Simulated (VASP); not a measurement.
Set up this calculation in VASP 6.6.1, as the native input.

```
Task                   : relaxation of cell and atoms
Functional             : PBE
Potentials or basis    : VASP PAW PBE potentials, release 64 (Zr_sv)
Cutoff                 : 600 eV
k mesh                 : 8 × 8 × 11
Occupations            : fermi-dirac, width 0.08 eV
Spin                   : no spin polarisation
Target pressure        : 26 GPa
Dipole correction      : no
Further INCAR settings : ALGO = Normal; EDIFF = 1e-06; IBRION = 2; EDIFFG = -0.005; NSW = 60; ISIF = 3
```

The structure of Zr lies in POSCAR:

```
Zr
1.0
    4.7421871834      0.0000000000      0.0000000000
   -2.3710935917      4.1068545703      0.0000000000
    0.0000000000      0.0000000000      2.9401560537
Zr
3
Direct
    0.0000000000      0.0000000000      0.0000000000
    0.3333333333      0.6666666667      0.5000000000
    0.6666666667      0.3333333333      0.5000000000
```

These files were run (other wordings do the same):

INCAR

```
SYSTEM = Zr
PREC = Accurate ; ENCUT = 600
EDIFF = 1E-6 ; ISMEAR = -1
SIGMA = 0.08 ; LREAL = .False.
LASPH = .True. ; NELM = 80
ALGO = Normal ; ISIF = 3
LWAVE = .False. ; LCHARG = .False.
GGA = PE ; IBRION = 2
NSW = 60 ; EDIFFG = -0.005
PSTRESS = 260.0
```

KPOINTS

```
regular mesh
0
Gamma
  8 8 11
  0 0 0
```

Potentials or basis: VASP PAW PBE potentials, release 64 (Zr_sv).

Command:

```console
$ cat potpaw_PBE.64/Zr_sv/POTCAR > POTCAR
$ mpirun -np 1 vasp_std > vasp.out
```

It gave:

The relaxed volume is 19.03 Å³/atom and the relaxed cell is a = 4.729 Å, b = 4.729 Å, c = 2.947 Å, α = 90.00°, β = 90.00°, γ = 120.00°. The space group after relaxing (to 0.05 Å) is P6/mmm (No. 191), the energy change on relaxing (the enthalpy is what falls) is +9.0 meV/atom and the ionic steps are 5. The pressure after relaxing is 26.0 GPa and the band gap on the k mesh is zero (band 18 reaches 11.66 eV, above the bottom of band 19 at 10.87 eV).

Caveat: the cell is relaxed towards a set pressure, so the enthalpy falls and the energy may rise.

It took 4.3 min on 1 thread of Intel Xeon 6975P-C, with other jobs on the host, peak memory 0.24 GiB.
